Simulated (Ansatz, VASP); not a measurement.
One calculation of CaSe, two programs

POSCAR

```
CaSe
1.0
   -0.1056889806      2.9547299800      2.9547299800
    2.9547299800     -0.1056889806      2.9547299800
    2.9547299800      2.9547299800     -0.1056889806
Ca Se
1 1
Direct
    0.0000000000      0.0000000000      0.0000000000
    0.5000000000      0.5000000000      0.5000000000
```

INCAR.step1

```
SYSTEM = CaSe
ALGO = Normal
EDIFF = 1E-4
ENCUT = 520
GGA = PE
ISMEAR = 0
LASPH = .TRUE.
LCHARG = .FALSE.
LREAL = .FALSE.
LWAVE = .TRUE.
NBANDS = 15
NELM = 60
PREC = Accurate
SIGMA = 0.01
```

The input INCAR.step2:

```
SYSTEM = CaSe
ALGO = Normal
EDIFF = 1E-6
ENCUT = 520
ISIF = 2
ISMEAR = 0
ISTART = 1
LASPH = .TRUE.
LCHARG = .FALSE.
LMIXTAU = .TRUE.
LREAL = .FALSE.
LWAVE = .FALSE.
METAGGA = R2SCAN
NBANDS = 15
NELM = 60
PREC = Accurate
SIGMA = 0.01
```

File KPOINTS:

```
k-points
0
G
  8 8 8
  0 0 0
```

Input for Ansatz:

```yaml
crystal:
  lattice:
    - [-0.1056889806, 2.95472998, 2.95472998]
    - [2.95472998, -0.1056889806, 2.95472998]
    - [2.95472998, 2.95472998, -0.1056889806]
  atoms:
    - { symbol: Ca, position: [0.0, 0.0, 0.0] }
    - { symbol: Se, position: [0.5, 0.5, 0.5] }
kpoints:
  mp_grid: { grid: [8, 8, 8] }
  band_path:
    path:
      - [0.0, 0.0, 0.0]
      - [0.5, 0.0, 0.5]
      - [0.625, 0.25, 0.625]
      - [0.375, 0.375, 0.75]
      - [0.5, 0.5, 0.5]
      - [0.5, 0.25, 0.75]
    npoints: 1
hamiltonian:
  xc: r2scan
scf:
  occupations: { method: fixed }
  n_extra_bands: 4
output:
  forces: true
  stress: true
  eigenvalues: true
```

Change from the starting cell: epitaxial_111 strain +3.1%.

Alike in both runs: task single point; functional r2SCAN; k mesh 8 × 8 × 8; no spin polarisation.

|  | VASP | Ansatz |
| --- | --- | --- |
| version | VASP 6.6.1 | Ansatz 0.2.0 |
| potentials or method | VASP PAW PBE potentials, release 64 (Ca_sv, Se) | plane waves, PAW |
| plane-wave cutoff (eV) | 520 | 500 |
| occupations | gaussian, width 0.01 eV | fixed |
| valence electrons in the cell | 16 | 26 |

|  | VASP | Ansatz | Ansatz less VASP |
| --- | --- | --- | --- |
| gap on the k mesh at the Fermi level (eV) | 2.40 | 2.40 | -0.001 |
| pressure (GPa) | -1.7 | -1.9 | -0.22 |
| traceless stress, the component that is largest in VASP (GPa) | 0.95 | 0.96 | +0.007 |

VASP's potentials were made for PBE, not for r2SCAN. VASP's potentials hold 16 valence electrons a cell and Ansatz's 26, so a difference there can come from the potentials and not from the codes.
